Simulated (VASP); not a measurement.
# As2I (P4/nmm) in VASP: single point with PBE

Aim: the single point of As2I with PBE.

Program: VASP 6.6.1. These are calculated values, not measurements. Logs are shortened: lines on timing, memory, paths and dates and some standing lists are left out, and cuts for length are marked.

### 1 The cell of the first run

The structure is tetragonal, space group P4/nmm (No. 129). The conventional cell has a = 4.281 Å, b = 4.281 Å, c = 8.863 Å, α = 90.00°, β = 90.00°, γ = 90.00°. I (site symmetry 4mm) has 9 As at 3.11 to 3.28 Å within 4.1 Å. As (site symmetry -4m2) has 8 As at 3.03 to 3.85 Å and 4 I at 3.28 Å within 4.0 Å. Within 4.1 Å of As (site symmetry 4mm) lie 5 I at 3.11 to 3.17 Å and 8 As at 3.85 to 3.90 Å.

### 2 Single point, PBE

POSCAR

```
As2I
1.0
    4.2806650000      0.0000000000      0.0000000000
    0.0000000000      4.2806650000      0.0000000000
    0.0000000000      0.0000000000      8.8630470000
I As
2 4
Direct
    0.0000000000      0.5000000000      0.2810000000
    0.5000000000      0.0000000000      0.7190000000
    0.0000000000      0.0000000000      0.0000000000
    0.5000000000      0.5000000000      0.0000000000
    0.0000000000      0.5000000000      0.6390000000
    0.5000000000      0.0000000000      0.3610000000
```

INCAR.step1

```
  PREC = Accurate
  ENCUT = 520
  EDIFF = 1E-7
  ISMEAR = 0
  SIGMA = 0.1762
  LREAL = False
  LASPH = True
  NELM = 80
  ALGO = Normal
  ISIF = 2
  LWAVE = False
  LCHARG = True
  GGA = PE
  NBANDS = 26
```

KPOINTS.step1

```
regular mesh
0
Gamma
  8 8 4
```

INCAR.step2

```
  PREC = Accurate
  ENCUT = 520
  EDIFF = 1E-7
  ISMEAR = -5
  SIGMA = 0.1762
  LREAL = False
  LASPH = True
  NELM = 80
  ALGO = Normal
  ISIF = 2
  LWAVE = False
  LCHARG = False
  GGA = PE
  LORBIT = 11
  NBANDS = 26
  NEDOS = 2001
  ICHARG = 11
```

KPOINTS.step2

```
regular mesh
0
Gamma
  12 12 6
```

Potentials or basis: VASP PAW PBE potentials, release 64 (I, As).

Started as:

```sh
cat potpaw_PBE.64/I/POTCAR potpaw_PBE.64/As/POTCAR > POTCAR
cp INCAR.step1 INCAR
cp KPOINTS.step1 KPOINTS
mpirun -np 1 vasp_std > vasp.out
cp INCAR.step2 INCAR
cp KPOINTS.step2 KPOINTS
mpirun -np 1 vasp_std > vasp.out
```

OUTCAR:

```text
PREC = Accurate
   ENCUT = 520
   EDIFF = 1E-7
   ISMEAR = -5
   LREAL = False
   LASPH = True
   NELM = 80
   ISIF = 2
   GGA = PE
   LORBIT = 11
   ICHARG = 11

 ion  position               nearest neighbor table
   1  0.000  0.500  0.281-   6 3.11   6 3.11   6 3.11   6 3.11   5 3.17
   2  0.500  0.000  0.719-   5 3.11   5 3.11   5 3.11   5 3.11   6 3.17
   3  0.000  0.000  0.000-
   4  0.500  0.500  0.000-
   5  0.000  0.500  0.639-   2 3.11   2 3.11   2 3.11   2 3.11   1 3.17
   6  0.500  0.000  0.361-   1 3.11   1 3.11   1 3.11   1 3.11   2 3.17

  LATTYP: Found a simple tetragonal cell.
 ALAT       =     4.2806650000
 C/A-ratio  =     2.0704836748

  Lattice vectors:

 A1 = (   4.2806650000,   0.0000000000,   0.0000000000)
 A2 = (   0.0000000000,   4.2806650000,   0.0000000000)
 A3 = (   0.0000000000,   0.0000000000,   8.8630470000)

Analysis of symmetry for initial positions (statically):
=====================================================================
 Subroutine PRICEL returns:
 Original cell was already a primitive cell.

 Routine SETGRP: Setting up the symmetry group for a
 simple tetragonal supercell.

 Subroutine GETGRP returns: Found 16 space group operations
 (whereof  8 operations were pure point group operations)
 out of a pool of 16 trial point group operations.

The static configuration has the point symmetry D_2d.
 The point group associated with its full space group is D_4h.

Analysis of symmetry for dynamics (positions and initial velocities):
=====================================================================
 Subroutine PRICEL returns:
 Original cell was already a primitive cell.

 Routine SETGRP: Setting up the symmetry group for a
 simple tetragonal supercell.

 Subroutine GETGRP returns: Found 16 space group operations
 (whereof  8 operations were pure point group operations)
 out of a pool of 16 trial point group operations.

The dynamic configuration has the point symmetry D_2d.
 The point group associated with its full space group is D_4h.

 Subroutine INISYM returns: Found 16 space group operations
 (whereof  8 operations are pure point group operations),
 and found     1 'primitive' translations

----------------------------------------------------------------------------------------

                                     Primitive cell

  volume of cell :     162.4073

  direct lattice vectors                    reciprocal lattice vectors
     4.280665000  0.000000000  0.000000000     0.233608563  0.000000000  0.000000000
     0.000000000  4.280665000  0.000000000     0.000000000  0.233608563  0.000000000
     0.000000000  0.000000000  8.863047000     0.000000000  0.000000000  0.112828015

  length of vectors
     4.280665000  4.280665000  8.863047000     0.233608563  0.233608563  0.112828015

  position of ions in fractional coordinates (direct lattice)
     0.000000000  0.500000000  0.281000000
     0.500000000  0.000000000  0.719000000
     0.000000000  0.000000000  0.000000000
     0.500000000  0.500000000  0.000000000
     0.000000000  0.500000000  0.639000000
     0.500000000  0.000000000  0.361000000

  ion indices of the primitive-cell ions
   primitive index   ion index
                 1           1
                 2           2
                 3           3
                 4           4
                 5           5
                 6           6

----------------------------------------------------------------------------------------

 KPOINTS: regular mesh

Automatic generation of k-mesh.
 Grid dimensions read from file:
 generate k-points for:   12   12    6

 Generating k-lattice:

  Cartesian coordinates                     Fractional coordinates (reciprocal lattice)
     0.019467380  0.000000000  0.000000000     0.083333333  0.000000000  0.000000000
     0.000000000  0.019467380  0.000000000     0.000000000  0.083333333  0.000000000
     0.000000000  0.000000000  0.018804669     0.000000000  0.000000000  0.166666667

  Length of vectors
     0.019467380  0.019467380  0.018804669

  Shift w.r.t. Gamma in fractional coordinates (k-lattice)
     0.000000000  0.000000000  0.000000000

 TETIRR: Found   1296 inequivalent tetrahedra from     5184

 Subroutine IBZKPT returns following result:
 ===========================================

 Found    112 irreducible k-points:

 Following reciprocal coordinates:
            Coordinates               Weight
  0.000000  0.000000  0.000000      1.000000
  0.083333  0.000000  0.000000      4.000000
  0.166667  0.000000  0.000000      4.000000
  0.250000  0.000000  0.000000      4.000000
  0.333333  0.000000  0.000000      4.000000
  0.416667  0.000000  0.000000      4.000000
[... 16 lines left out ...]
  0.333333  0.333333  0.000000      4.000000
  0.416667  0.333333  0.000000      8.000000
 [... further k-points ...]
   k-points           NKPTS =    112   k-points in BZ     NKDIM =    112   number of bands    NBANDS=     26
   number of dos      NEDOS =   2001   number of ions     NIONS =      6
   total plane-waves  NPLWV =  71680
   dimension x,y,z NGX =    32 NGY =   32 NGZ =   70
   dimension x,y,z NGXF=    64 NGYF=   64 NGZF=  140
   ions per type =               2   4
   NGX,Y,Z   is equivalent  to a cutoff of  12.43, 12.43, 13.13 a.u.
   NGXF,Y,Z  is equivalent  to a cutoff of  24.86, 24.86, 26.26 a.u.
 SYSTEM =  unknown system
   PREC   = accura    normal or accurate (medium, high low for compatibility)
   ISTART =      0    job   : 0-new  1-cont  2-samecut
   ICHARG =     11    charge: 1-file 2-atom 10-const
   ISPIN  =      1    spin polarized calculation?
   LNONCOLLINEAR =      F non collinear calculations
   LSORBIT =      F    spin-orbit coupling
   LASPH  =      T    aspherical Exc in radial PAW
   ENCUT  =  520.0 eV  38.22 Ry    6.18 a.u.   7.96  7.96 16.48*2*pi/ulx,y,z
   NELM   =     80;   NELMIN=  2; NELMDL=  0     # of ELM steps
   EDIFF  = 0.1E-06   stopping-criterion for ELM
   LREAL  =      F    real-space projection
   EDIFFG = 0.1E-05   stopping-criterion for IOM
   NSW    =      0    number of steps for IOM
   IBRION =     -1    ionic relax: 0-MD 1-quasi-New 2-CG
   NFREE  =      0    steps in history (QN), initial steepest desc. (CG)
   ISIF   =      2    stress and relaxation
   ISYM   =      2    0-nonsym 1-usesym 2-fastsym
   POTIM  = 0.5000    time-step for ionic-motion
   TEBEG  =    0.0;   TEEND  =   0.0 temperature during run
   PSTRESS=    0.0 pullay stress
   NELECT =      34.0000    total number of electrons
   NUPDOWN=      -1.0000    fix difference up-down
   EMIN   =  10.00;   EMAX   =-10.00  energy-range for DOS
   EFERMI =   0.00;   METHOD = LEGACY
   ISMEAR =    -5;   SIGMA  =   0.18  broadening in eV -4-tet -1-fermi 0-gaus
   EFERMI_NEDOS =   21; number of points for ismear=-14 and -15
   IALGO  =     38    algorithm
   IMIX   =      4    mixing-type and parameters
     AMIX     =   0.40;   BMIX     =  1.00
     AMIX_MAG =   1.60;   BMIX_MAG =  1.00
  volume/ion in A,a.u.               =      27.07       182.66
  Fermi-wavevector in a.u.,A,eV,Ry     =   0.972074  1.836953 12.856522  0.944928
  Thomas-Fermi vector in A             =   2.102343
   LORBIT       =     11    0 simple, 1 ext, 2 COOP (PROOUT), +10 PAW based schemes
   GGA     = PE    functional components
   LHFCALC =     F    Hartree Fock is set to
   AEXX    =    0.0000 exact exchange contribution
   IVDW    =     0    specifies the selected vdW correction
   LEPSILON=     F    determine dielectric tensor
   LRPA    =     F    only Hartree local field effects (RPA)
 non-spin polarized calculation
 Fermi weights with tetrahedron method with Bloechl corrections
  energy-cutoff  :      520.00
  volume of cell :      162.41
 maximum number of plane-waves:      4416
 NGX is ok and might be reduce to    32

 number of electron      34.0000005 magnetization

 Free energy of the ion-electron system (eV)
  ---------------------------------------------------
  ext. energy  EPLUGINS =         0.00000000
  ---------------------------------------------------
  free energy    TOTEN  =       -16.49599097 eV

  energy without entropy =      -16.49599097  energy(sigma->0) =      -16.49599097

 E-fermi :   5.1033     XC(G=0):  -9.5534

 val. band max:        5.1796500746   @ k =   0.2500   0.0000   0.3333
 cond. band min:       5.0179397923   @ k =   0.2500   0.1667   0.5000
 fundamental gap:     -0.1617102823
 Fermi energy:         5.1033154045

 k-point     1 :       0.0000    0.0000    0.0000
  band No.  band energies     occupation
      1      -9.7313      2.00000
      2      -9.1884      2.00000
      3      -6.7335      2.00000
      4      -4.5147      2.00000
      5      -4.4758      2.00000
      6      -3.1000      2.00000
[... 18 lines left out ...]
     25       8.4534      0.00000
     26       9.7533      0.00000

 k-point     2 :       0.0833    0.0000    0.0000
  band No.  band energies     occupation
      1      -9.6976      2.00000
      2      -9.1649      2.00000
      3      -6.6906      2.00000
      4      -4.5767      2.00000
      5      -4.5551      2.00000
      6      -3.2193      2.00000
[... 18 lines left out ...]
     25       8.4100      0.00000
[... 608 lines left out ...]
     25      10.9261      0.00000
     26      11.3886      0.00000

 k-point    24 :       0.4167    0.3333    0.0000
  band No.  band energies     occupation
      1      -8.8048      2.00000
      2      -8.7019      2.00000
      3      -5.4513      2.00000
      4      -5.2424      2.00000
      5      -5.1666      2.00000
      6      -4.9457      2.00000
[... 18 lines left out ...]
     25      10.8481      0.00000
     26      11.2709      0.00000

 [... further k-points ...]

------------------------ aborting loop because EDIFF is reached ----------------------------------------

  FORCE on cell =-STRESS in cart. coord.  units (eV):
  Direction    XX          YY          ZZ          XY          YZ          ZX
  --------------------------------------------------------------------------------------
  -------------------------------------------------------------------------------------
  Total       -5.2136711     -5.2136711      0.8068412      0.0000000     -0.0000000      0.0000000
  in kB      -51.4338075    -51.4338075      7.9596345      0.0000000     -0.0000000      0.0000000
  external PRESSURE =     -31.6359935 kB  Pullay stress =       0.0000000 kB

 VOLUME and BASIS-vectors are now :
 -----------------------------------------------------------------------------
  energy-cutoff  :      520.00
  volume of cell :      162.41
      direct lattice vectors                 reciprocal lattice vectors
     4.280665000  0.000000000  0.000000000     0.233608563  0.000000000  0.000000000
     0.000000000  4.280665000  0.000000000     0.000000000  0.233608563  0.000000000
     0.000000000  0.000000000  8.863047000     0.000000000  0.000000000  0.112828015

 POSITION                                       TOTAL-FORCE (eV/Angst)
 -----------------------------------------------------------------------------------
      0.00000      2.14033      2.49052        -0.000000      0.000000      0.868755
      2.14033      0.00000      6.37253         0.000000      0.000000     -0.868755
      0.00000      0.00000      0.00000        -0.000000     -0.000000     -0.000000
      2.14033      2.14033      0.00000        -0.000000      0.000000     -0.000000
      0.00000      2.14033      5.66349         0.000000      0.000000      0.258463
      2.14033      0.00000      3.19956        -0.000000      0.000000     -0.258463
 -----------------------------------------------------------------------------------
    total drift:                                0.000000     -0.000000     -0.000000

  FREE ENERGIE OF THE ION-ELECTRON SYSTEM (eV)
  ---------------------------------------------------
  free  energy   TOTEN  =       -16.4959909743 eV

  energy  without entropy=      -16.4959909743  energy(sigma->0) =      -16.49599097

 total charge

# of ion       s       p       d       tot
------------------------------------------
    1        1.575   2.490   0.072   4.138
    2        1.575   2.490   0.072   4.138
    3        1.334   1.191   0.025   2.550
    4        1.334   1.191   0.025   2.550
    5        1.344   1.204   0.020   2.567
    6        1.344   1.204   0.020   2.567
--------------------------------------------------
tot          8.507   9.770   0.234  18.511
```

Run time: 7.4 min. Hardware: 1 thread of Oxide Virtual Turin-like, shared host; peak memory 0.49 GiB.

Results:

```yaml
Valence_electrons_inside_the_program's_atomic_spheres: I 4.14; As 2.55, 2.57 (each value once)
```

Caveat: spin-orbit coupling is left out, which moves the levels of the heavy elements.
